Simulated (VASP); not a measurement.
Input of a VASP 6.6.1 run:

File INCAR:

```
SYSTEM = Ta3Mo
ALGO     = Fast           ! electronic algorithm
EDIFF    = 1E-7           ! SCF threshold, eV
ENCUT    = 520            ! plane-wave cutoff, eV
GGA      = PE             ! functional
ISIF     = 2              ! what is computed and relaxed
ISMEAR   = 0              ! smearing method
ISYM     = 0            
LASPH    = .TRUE.         ! aspherical terms in the spheres
LCHARG   = .FALSE.        ! write CHGCAR
LREAL    = Auto         
LWAVE    = .FALSE.        ! write WAVECAR
NBANDS   = 108            ! bands
NELM     = 100            ! most SCF steps
PREC     = Accurate       ! precision mode
SIGMA    = 0.1            ! smearing width, eV
```

File KPOINTS:

```
k-points
0
G
  3 3 3
  0 0 0
```

Contents of POSCAR:

```
Ta3Mo
1.0
    6.5584036195     -0.0000183981     -0.0002913082
   -0.0000170774      6.5478632657      0.0011782009
   -0.0002743295      0.0011811958      6.5478449628
Mo Ta
4 12
Direct
    0.9974913044      0.0000532358      0.0045429162
    0.9974729440      1.0000460077      0.4988508193
    0.7519306617      0.2472178123      0.2517202308
    0.7519417332      0.7529128557      0.2517213552
    0.5054348210      1.0000504917      0.0072860224
    0.9932496801      0.5000431241      0.0071155045
    0.2439803594      0.2444936865      0.2517207151
    0.5031053597      0.5000491845      0.0065028871
    0.5054227463      0.0000519697      0.4961463608
    0.9932445362      0.5000534696      0.4963194171
    0.2439857804      0.7556061568      0.2516961442
    0.2463167546      0.2452513449      0.7517251336
    0.5031018393      0.5000504554      0.4969389777
    0.7561611565      0.2446396048      0.7517281444
    0.2463160351      0.7548468092      0.7517049450
    0.7561606312      0.7554590095      0.7517208126
```

Potentials or basis: VASP PAW PBE potentials, release 64 (Mo_sv, Ta_pv).

Launch:

```bash
$ cat potpaw_PBE.64/Mo_sv/POTCAR potpaw_PBE.64/Ta_pv/POTCAR > POTCAR
$ mpirun -np 1 vasp_std > vasp.out
```

Question: What does it give for the largest force?

Answer: 0.010 eV/Å.

Question: What does it give for the pressure?

Answer: 0.2 GPa.

Forces on the atoms (eV/Å):
```
Mo   0.006 -0.001 -0.004
Mo   0.007  0.001  0.005
Mo  -0.006  0.004  0.000
Mo  -0.007 -0.006 -0.001
Ta  -0.003  0.000 -0.006
Ta   0.006 -0.001 -0.005
Ta   0.004  0.007  0.001
Ta  -0.004 -0.001  0.000
Ta  -0.003  0.001  0.006
Ta   0.006  0.001  0.006
Ta   0.004 -0.007  0.001
Ta   0.003  0.001 -0.001
Ta  -0.004  0.001  0.001
Ta  -0.006  0.008  0.001
Ta   0.003 -0.001 -0.001
Ta  -0.006 -0.008 -0.001
```
